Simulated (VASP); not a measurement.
# GaN (I4mm) in VASP: further runs

The runs below take GaN through single point, with r2SCAN.

All numbers are computed with VASP 6.6.1; they aren't measurements. Logs are shortened: lines on timing, memory, paths and dates and some standing lists are left out, and cuts for length are marked.

## Step 1: The cell of the first run

It takes space group I4mm (No. 107, tetragonal). The conventional cell has a = 3.020 Å, b = 3.020 Å, c = 4.270 Å, α = 90.00°, β = 90.00°, γ = 90.00°. Within 2.5 Å of Ga (site symmetry 4mm) lie 6 N at 1.89 to 2.39 Å. N (site symmetry 4mm) has 6 Ga at 1.89 to 2.39 Å within 2.5 Å.

## Step 2: Single point, r2SCAN

Input file POSCAR:

```
GaN
1.0
    0.0000000000      2.1352350000      2.1352350000
    2.1352350000      0.0000000000      2.1352350000
    2.1352350000      2.1352350000      0.0000000000
Ga N
1 1
Direct
    0.0585415657      0.0585415657     -0.0585415657
    0.5000000000      0.5000000000      0.5000000000
```

Input file INCAR.step1:

```
  PREC = Accurate
  ENCUT = 520
  ISMEAR = 0
  SIGMA = 0.05
  LREAL = F
  LASPH = T
  NELM = 80
  NBANDS = 16
  GGA = PE
  ALGO = Normal
  EDIFF = 1E-4
  LWAVE = T
  LCHARG = F
```

Input file INCAR.step2:

```
  PREC = Accurate
  ENCUT = 520
  EDIFF = 1E-6
  ISMEAR = 0
  SIGMA = 0.05
  LREAL = F
  LASPH = T
  NELM = 80
  ALGO = Normal
  ISIF = 2
  LWAVE = F
  LCHARG = F
  METAGGA = R2SCAN
  LMIXTAU = T
  NBANDS = 16
  ISTART = 1
```

Input file KPOINTS:

```
regular mesh
0
Gamma
  12 12 12
```

Potentials or basis: VASP PAW PBE potentials, release 64 (Ga_d, N).

Run with:

```sh
> cat potpaw_PBE.64/Ga_d/POTCAR potpaw_PBE.64/N/POTCAR > POTCAR
> cp INCAR.step1 INCAR
> mpirun -np 1 vasp_std > vasp.out
> cp INCAR.step2 INCAR
> mpirun -np 1 vasp_std > vasp.out
```

OUTCAR:

```text
PREC = Accurate
   ENCUT = 520
   EDIFF = 1E-6
   ISMEAR = 0
   LREAL = F
   LASPH = T
   NELM = 80
   ISIF = 2
   METAGGA = R2SCAN
   ISTART = 1

 ion  position               nearest neighbor table
   1  0.059  0.059  0.941-   2 1.89   2 2.15   2 2.15   2 2.15   2 2.15
   2  0.500  0.500  0.500-   1 1.89   1 2.15   1 2.15   1 2.15   1 2.15

  LATTYP: Found a face centered cubic cell.
 ALAT       =     4.2704700000

  Lattice vectors:

 A1 = (   0.0000000000,   2.1352350000,   2.1352350000)
 A2 = (   2.1352350000,   0.0000000000,   2.1352350000)
 A3 = (   2.1352350000,   2.1352350000,   0.0000000000)

Analysis of symmetry for initial positions (statically):
=====================================================================
 Subroutine PRICEL returns:
 Original cell was already a primitive cell.

 Routine SETGRP: Setting up the symmetry group for a
 face centered cubic supercell.

 Subroutine GETGRP returns: Found  8 space group operations
 (whereof  8 operations were pure point group operations)
 out of a pool of 48 trial point group operations.

The static configuration has the point symmetry C_4v.

Analysis of symmetry for dynamics (positions and initial velocities):
=====================================================================
 Subroutine PRICEL returns:
 Original cell was already a primitive cell.

 Routine SETGRP: Setting up the symmetry group for a
 face centered cubic supercell.

 Subroutine GETGRP returns: Found  8 space group operations
 (whereof  8 operations were pure point group operations)
 out of a pool of 48 trial point group operations.

The dynamic configuration has the point symmetry C_4v.

 Subroutine INISYM returns: Found  8 space group operations
 (whereof  8 operations are pure point group operations),
 and found     1 'primitive' translations

----------------------------------------------------------------------------------------

                                     Primitive cell

  volume of cell :      19.4700

  direct lattice vectors                    reciprocal lattice vectors
     0.000000000  2.135235000  2.135235000    -0.234166263  0.234166263  0.234166263
     2.135235000  0.000000000  2.135235000     0.234166263 -0.234166263  0.234166263
     2.135235000  2.135235000  0.000000000     0.234166263  0.234166263 -0.234166263

  length of vectors
     3.019678296  3.019678296  3.019678296     0.405587864  0.405587864  0.405587864

  position of ions in fractional coordinates (direct lattice)
     0.058541566  0.058541566  0.941458434
     0.500000000  0.500000000  0.500000000

  ion indices of the primitive-cell ions
   primitive index   ion index
                 1           1
                 2           2

----------------------------------------------------------------------------------------

 KPOINTS: regular mesh

Automatic generation of k-mesh.
 Grid dimensions read from file:
 generate k-points for:   12   12   12

 Generating k-lattice:

  Cartesian coordinates                     Fractional coordinates (reciprocal lattice)
    -0.019513855  0.019513855  0.019513855     0.083333333  0.000000000  0.000000000
     0.019513855 -0.019513855  0.019513855     0.000000000  0.083333333  0.000000000
     0.019513855  0.019513855 -0.019513855     0.000000000  0.000000000  0.083333333

  Length of vectors
     0.033798989  0.033798989  0.033798989

  Shift w.r.t. Gamma in fractional coordinates (k-lattice)
     0.000000000  0.000000000  0.000000000

 Subroutine IBZKPT returns following result:
 ===========================================

 Found    163 irreducible k-points:

 Following reciprocal coordinates:
            Coordinates               Weight
  0.000000  0.000000  0.000000      1.000000
  0.083333  0.000000  0.000000      8.000000
  0.166667  0.000000  0.000000      8.000000
  0.250000  0.000000  0.000000      8.000000
  0.333333  0.000000  0.000000      8.000000
  0.416667  0.000000  0.000000      8.000000
[... 16 lines left out ...]
  0.000000 -0.333333  0.083333     16.000000
 -0.250000  0.083333  0.000000      8.000000
 [... further k-points ...]
   k-points           NKPTS =    163   k-points in BZ     NKDIM =    163   number of bands    NBANDS=     16
   number of dos      NEDOS =    301   number of ions     NIONS =      2
   total plane-waves  NPLWV =  13824
   dimension x,y,z NGX =    24 NGY =   24 NGZ =   24
   dimension x,y,z NGXF=    48 NGYF=   48 NGZF=   48
   ions per type =               1   1
   NGX,Y,Z   is equivalent  to a cutoff of  13.21, 13.21, 13.21 a.u.
   NGXF,Y,Z  is equivalent  to a cutoff of  26.43, 26.43, 26.43 a.u.
 SYSTEM =  unknown system
   PREC   = accura    normal or accurate (medium, high low for compatibility)
   ISTART =      1    job   : 0-new  1-cont  2-samecut
   ICHARG =      0    charge: 1-file 2-atom 10-const
   ISPIN  =      1    spin polarized calculation?
   LNONCOLLINEAR =      F non collinear calculations
   LSORBIT =      F    spin-orbit coupling
   LASPH  =      T    aspherical Exc in radial PAW
   ENCUT  =  520.0 eV  38.22 Ry    6.18 a.u.   5.61  5.61  5.61*2*pi/ulx,y,z
   NELM   =     80;   NELMIN=  2; NELMDL=  0     # of ELM steps
   EDIFF  = 0.1E-05   stopping-criterion for ELM
   LREAL  =      F    real-space projection
   EDIFFG = 0.1E-04   stopping-criterion for IOM
   NSW    =      0    number of steps for IOM
   IBRION =     -1    ionic relax: 0-MD 1-quasi-New 2-CG
   NFREE  =      0    steps in history (QN), initial steepest desc. (CG)
   ISIF   =      2    stress and relaxation
   ISYM   =      2    0-nonsym 1-usesym 2-fastsym
   POTIM  = 0.5000    time-step for ionic-motion
   TEBEG  =    0.0;   TEEND  =   0.0 temperature during run
   PSTRESS=    0.0 pullay stress
   NELECT =      18.0000    total number of electrons
   NUPDOWN=      -1.0000    fix difference up-down
   EMIN   =  10.00;   EMAX   =-10.00  energy-range for DOS
   EFERMI =   0.00;   METHOD = LEGACY
   ISMEAR =     0;   SIGMA  =   0.05  broadening in eV -4-tet -1-fermi 0-gaus
   EFERMI_NEDOS =   21; number of points for ismear=-14 and -15
   IALGO  =     38    algorithm
   IMIX   =      4    mixing-type and parameters
     AMIX     =   0.40;   BMIX     =  1.00
     AMIX_MAG =   1.60;   BMIX_MAG =  1.00
  volume/ion in A,a.u.               =       9.74        65.70
  Fermi-wavevector in a.u.,A,eV,Ry     =   1.594814  3.013761 34.605481  2.543431
  Thomas-Fermi vector in A             =   2.692830
   LORBIT       =      0    0 simple, 1 ext, 2 COOP (PROOUT), +10 PAW based schemes
   METAGGA = R2SCAN    functional components
   LHFCALC =     F    Hartree Fock is set to
   AEXX    =    0.0000 exact exchange contribution
   IVDW    =     0    specifies the selected vdW correction
   LEPSILON=     F    determine dielectric tensor
   LRPA    =     F    only Hartree local field effects (RPA)
 non-spin polarized calculation
 Gauss-broadening in eV      SIGMA  =   0.05
  energy-cutoff  :      520.00
  volume of cell :       19.47
 maximum number of plane-waves:       544
   NGX = 11   NGY = 11   NGZ = 11

 number of electron      18.0000002 magnetization

 Free energy of the ion-electron system (eV)
  ---------------------------------------------------
  ext. energy  EPLUGINS =         0.00000000
  ---------------------------------------------------
  free energy    TOTEN  =       -20.85105415 eV

  energy without entropy =      -20.85105415  energy(sigma->0) =      -20.85105415

 E-fermi :   7.5221     XC(G=0): -13.9390

 val. band max:        7.2740669027   @ k =  -0.1667   0.1667   0.0000
 cond. band min:       8.1873429573   @ k =   0.0000   0.5000   0.5000
 fundamental gap:      0.9132760546
 Fermi energy:         7.5221340102

 k-point     1 :       0.0000    0.0000    0.0000
  band No.  band energies     occupation
      1     -10.5762      2.00000
      2      -7.1412      2.00000
      3      -7.1412      2.00000
      4      -7.1290      2.00000
      5      -7.1161      2.00000
      6      -7.0506      2.00000
[... 8 lines left out ...]
     15      24.3624      0.00000
     16      24.7350      0.00000

 k-point     2 :       0.0833    0.0000    0.0000
  band No.  band energies     occupation
      1     -10.4496      2.00000
      2      -7.1562      2.00000
      3      -7.1355      2.00000
      4      -7.1235      2.00000
      5      -7.1073      2.00000
      6      -7.0568      2.00000
[... 8 lines left out ...]
     15      24.4056      0.00000
     16      24.5788      0.00000

 k-point     3 :       0.1667    0.0000    0.0000
  band No.  band energies     occupation
      1     -10.0832      2.00000
      2      -7.1904      2.00000
      3      -7.1426      2.00000
      4      -7.1207      2.00000
      5      -7.0724      2.00000
      6      -7.0510      2.00000
[... 8 lines left out ...]
     15      24.6153      0.00000
     16      24.8612      0.00000

 k-point     4 :       0.2500    0.0000    0.0000
  band No.  band energies     occupation
      1      -9.5245      2.00000
      2      -7.2316      2.00000
      3      -7.1833      2.00000
      4      -7.1056      2.00000
      5      -7.0214      2.00000
      6      -7.0114      2.00000
[... 8 lines left out ...]
     15      25.7287      0.00000
     16      25.8735      0.00000

 k-point     5 :       0.3333    0.0000    0.0000
  band No.  band energies     occupation
      1      -8.8871      2.00000
      2      -7.2656      2.00000
      3      -7.2315      2.00000
      4      -7.0491      2.00000
      5      -6.9635      2.00000
      6      -6.9604      2.00000
[... 8 lines left out ...]
     15      27.4256      0.00000
     16      27.5294      0.00000

 k-point     6 :       0.4167    0.0000    0.0000
  band No.  band energies     occupation
      1      -8.3874      2.00000
      2      -7.2840      2.00000
      3      -7.2678      2.00000
      4      -6.9703      2.00000
      5      -6.9269      2.00000
      6      -6.8405      2.00000
[... 8 lines left out ...]
     15      29.4582      0.00000
     16      29.5478      0.00000

 k-point     7 :       0.5000    0.0000    0.0000
  band No.  band energies     occupation
      1      -8.2144      2.00000
      2      -7.2892      2.00000
      3      -7.2811      2.00000
      4      -6.9483      2.00000
      5      -6.9134      2.00000
      6      -6.7259      2.00000
[... 8 lines left out ...]
     15      30.9051      0.00000
     16      31.0215      0.00000

 k-point     8 :       0.0833    0.0833    0.0000
  band No.  band energies     occupation
      1     -10.4062      2.00000
      2      -7.1586      2.00000
      3      -7.1267      2.00000
      4      -7.1264      2.00000
      5      -7.1264      2.00000
      6      -7.0437      2.00000
[... 8 lines left out ...]
     15      25.8169      0.00000
     16      25.8169      0.00000

 k-point     9 :       0.0000    0.0833    0.0833
  band No.  band energies     occupation
      1     -10.4115      2.00000
      2      -7.1538      2.00000
      3      -7.1464      2.00000
      4      -7.1049      2.00000
      5      -7.1013      2.00000
      6      -7.0666      2.00000
[... 8 lines left out ...]
     15      25.4259      0.00000
     16      25.6404      0.00000
[... 172 lines left out ...]
 k-point    19 :       0.0000    0.5000    0.0833
  band No.  band energies     occupation
      1      -8.3125      2.00000
      2      -7.2899      2.00000
      3      -7.2642      2.00000
      4      -6.9969      2.00000
      5      -6.9227      2.00000
      6      -6.5027      2.00000
[... 8 lines left out ...]
     15      29.3074      0.00000
     16      31.0854      0.00000

 k-point    20 :      -0.4167    0.0833    0.0000
  band No.  band energies     occupation
      1      -8.3743      2.00000
      2      -7.2666      2.00000
      3      -7.2649      2.00000
      4      -7.0009      2.00000
      5      -6.9282      2.00000
      6      -6.5536      2.00000
[... 8 lines left out ...]
     15      29.1151      0.00000
     16      30.0922      0.00000

 k-point    21 :       0.0000   -0.4167    0.0833
  band No.  band energies     occupation
      1      -8.3484      2.00000
      2      -7.2829      2.00000
      3      -7.2675      2.00000
      4      -6.9982      2.00000
      5      -6.9368      2.00000
      6      -6.5666      2.00000
[... 8 lines left out ...]
     15      29.1983      0.00000
     16      29.9746      0.00000

 k-point    22 :      -0.3333    0.0833    0.0000
  band No.  band energies     occupation
      1      -8.7125      2.00000
      2      -7.2490      2.00000
      3      -7.2451      2.00000
      4      -7.0489      2.00000
      5      -6.9679      2.00000
      6      -6.7665      2.00000
[... 8 lines left out ...]
     15      26.9492      0.00000
     16      29.4708      0.00000

 k-point    23 :       0.0000   -0.3333    0.0833
  band No.  band energies     occupation
      1      -8.6855      2.00000
      2      -7.2617      2.00000
      3      -7.2445      2.00000
      4      -7.0465      2.00000
      5      -6.9744      2.00000
      6      -6.7903      2.00000
[... 8 lines left out ...]
     15      27.0923      0.00000
     16      29.1561      0.00000

 k-point    24 :      -0.2500    0.0833    0.0000
  band No.  band energies     occupation
      1      -9.2668      2.00000
      2      -7.2241      2.00000
      3      -7.2052      2.00000
      4      -7.1008      2.00000
      5      -7.0191      2.00000
      6      -6.9116      2.00000
[... 8 lines left out ...]
     15      25.1344      0.00000
     16      27.9454      0.00000

 [... further k-points ...]

------------------------ aborting loop because EDIFF is reached ----------------------------------------

  FORCE on cell =-STRESS in cart. coord.  units (eV):
  Direction    XX          YY          ZZ          XY          YZ          ZX
  --------------------------------------------------------------------------------------
  -------------------------------------------------------------------------------------
  Total       -1.1330856     -1.1330856      2.3469596      0.0000000     -0.0000000      0.0000000
  in kB      -93.2408611    -93.2408611    193.1297446      0.0000000     -0.0000000      0.0000000
  external PRESSURE =       2.2160075 kB  Pullay stress =       0.0000000 kB

 VOLUME and BASIS-vectors are now :
 -----------------------------------------------------------------------------
  energy-cutoff  :      520.00
  volume of cell :       19.47
      direct lattice vectors                 reciprocal lattice vectors
     0.000000000  2.135235000  2.135235000    -0.234166263  0.234166263  0.234166263
     2.135235000  0.000000000  2.135235000     0.234166263 -0.234166263  0.234166263
     2.135235000  2.135235000  0.000000000     0.234166263  0.234166263 -0.234166263

 POSITION                                       TOTAL-FORCE (eV/Angst)
 -----------------------------------------------------------------------------------
      2.13524      2.13524      0.25000         0.000000      0.000000     -1.283113
      2.13524      2.13524      2.13524         0.000000      0.000000      1.283113
 -----------------------------------------------------------------------------------
    total drift:                                0.000034      0.000034      0.017152

  FREE ENERGIE OF THE ION-ELECTRON SYSTEM (eV)
  ---------------------------------------------------
  free  energy   TOTEN  =       -20.8510541538 eV

  energy  without entropy=      -20.8510541538  energy(sigma->0) =      -20.85105415
```

It took 3.5 min on 1 thread of AMD EPYC 7R43 (Zen 3), shared host; peak memory 0.15 GiB.

What came out:

| Quantity | Value |
| --- | --- |
| Free energy | -20.8511 eV |
| Pressure | 0.2 GPa |
| Largest force | 1.283 eV/Å |
| Band gap on the k mesh | 0.91 eV (least direct gap 2.76 eV) |

Forces in eV/Å, atoms in the order of the input:
```
Ga   0.000  0.000 -1.283
N    0.000  0.000  1.283
```

Stress tensor (GPa, compression positive):
```
-9.32  0.00  0.00
 0.00 -9.32  0.00
 0.00  0.00 19.31
```

Caveat: the cell differs from its parent crystal (all Ga atoms moved -0.250 Å, as atom 1 towards its neighbour atom 2 (N) at 2.135 Å); the PAW data sets were made with another functional, which shifts forces and pressure a little.

[end of part 1 of 2]
